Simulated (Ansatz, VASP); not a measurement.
Be3TeO2: VASP beside Ansatz

```
Be Te O
1.0
     2.34035   -6.03005    0.00000
     2.34035    6.03005    0.00000
     0.00000    0.00000    2.68738
Be Te O
3 1 2
Direct
  0.76135 0.23865 0.00000
  0.23865 0.76135 0.00000
  0.50000 0.50000 0.50000
  0.00000 0.00000 0.00000
  0.50000 0.00000 0.50000
  0.00000 0.50000 0.50000
```

Change from the starting cell: species swapped into the LaAl2Ag3 type (Cmmm, No. 65).

Alike in both runs: task relaxation of cell and atoms; functional PBE; k mesh 4 × 4 × 6; occupations gaussian, width 0.1 eV; no spin polarisation.

```csv
,VASP,Ansatz
version,VASP 6.6.1,Ansatz 0.2.0
potentials or method,"VASP PAW PBE potentials, release 64 (Be, Te, O), cutoff 600 eV","scalar-relativistic, plane waves, PAW"
valence electrons in the cell,24,34
```

|  | VASP | Ansatz | Ansatz less VASP |
| --- | --- | --- | --- |
| gap on the k mesh at the Fermi level, each at its own relaxed structure (eV) | none | none | - |
| relaxed volume (Å³/atom) | 13.47 | 13.46 | -0.008 |
| relaxed cell length with the largest relative difference (Å) | 2.559 | 2.558 | -0.0016 |

A gap of «none» marks a metal or a gap that the smearing closes. VASP's potentials hold 24 valence electrons a cell and Ansatz's 34, so a difference there can come from the potentials and not from the codes.

The k mesh is coarse, so the values compare programs but aren't converged. Neither program's run includes spin-orbit coupling.
